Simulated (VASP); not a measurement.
Ga4As3P:

```
Ga P As
1.0
     3.97459   -0.03238    0.01188
    -0.03238    3.94040    0.03585
     0.03363    0.10143   11.06220
Ga P As
4 1 3
Direct
  0.49325 0.03423 0.61104
  0.95800 0.50350 0.87217
  0.53400 0.01324 0.14034
  0.00406 0.49404 0.39227
  0.98919 0.97738 0.49364
  0.98395 0.00427 0.99672
  0.52528 0.51857 0.24527
  0.51227 0.45478 0.74854
```

```yaml
Program: VASP 6.6.1
Task: relaxation of cell and atoms
Functional: PBE
Potentials_or_basis: VASP PAW PBE potentials, release 64 (Ga_d, P, As)
Cutoff: 600 eV
k_mesh: 4 × 4 × 2
Occupations: gaussian, width 0.1 eV
Spin: no spin polarisation
```

At the start: pressure 6.7 GPa; volume 21.65 Å³/atom.

Problem. Where does the relaxation end?

Solution. Over 20 steps the energy falls by 183.8 meV/atom and the volume is 22.99 Å³/atom (+6.2 %); space group P-4m2 (No. 115, to 0.05 Å).

Step by step:
| step | energy change (eV) | largest force (eV/Å) | pressure (GPa) | volume (Å³) |
| --- | --- | --- | --- | --- |
| 1 | 0.0000 | 3.1578 | 6.68 | 173.22 |
| 2 | -1.1251 | 0.9496 | -3.09 | 196.76 |
| 3 | -1.1728 | 1.0556 | -1.92 | 192.03 |
| 4 | -1.4000 | 0.4845 | -0.90 | 186.94 |
| 5 | -1.4309 | 0.4005 | -0.10 | 184.44 |
| 6 | -1.4495 | 0.1643 | 0.12 | 183.74 |
| 7 | -1.4513 | 0.1618 | 0.22 | 183.44 |
| 8 | -1.4562 | 0.1005 | -0.07 | 184.26 |
| 9 | -1.4570 | 0.1299 | -0.27 | 184.73 |
| 10 | -1.4607 | 0.1138 | -0.07 | 184.32 |
| 11 | -1.4627 | 0.1079 | 0.11 | 183.82 |
| 12 | -1.4657 | 0.0609 | -0.02 | 184.06 |
| 13 | -1.4666 | 0.0646 | -0.07 | 184.23 |
| 14 | -1.4667 | 0.0769 | -0.11 | 184.32 |
| 15 | -1.4681 | 0.0666 | 0.07 | 183.91 |
| 16 | -1.4682 | 0.0698 | 0.11 | 183.82 |
| 17 | -1.4696 | 0.0370 | -0.03 | 184.11 |
| 18 | -1.4697 | 0.0393 | -0.06 | 184.18 |
| 19 | -1.4697 | 0.0425 | -0.06 | 184.21 |
| 20 | -1.4701 | 0.0232 | 0.06 | 183.94 |

Final structure:
```yaml
crystal:
  lattice:
    - [4.04291, -0.00079, 0.00101]
    - [0.00016, 4.04205, -0.00020]
    - [0.00339, 0.00351, 11.25569]
  atoms:
    - { symbol: Ga, position: [0.50041, 0.99911, 0.61822] }
    - { symbol: Ga, position: [0.99894, 0.50052, 0.87258] }
    - { symbol: Ga, position: [0.50082, 0.00040, 0.12731] }
    - { symbol: Ga, position: [0.00014, 0.50040, 0.38198] }
    - { symbol: P, position: [0.00019, 0.99999, 0.50017] }
    - { symbol: As, position: [0.00016, 0.00042, 0.99983] }
    - { symbol: As, position: [0.50017, 0.50031, 0.25457] }
    - { symbol: As, position: [0.49917, 0.49884, 0.74535] }
```
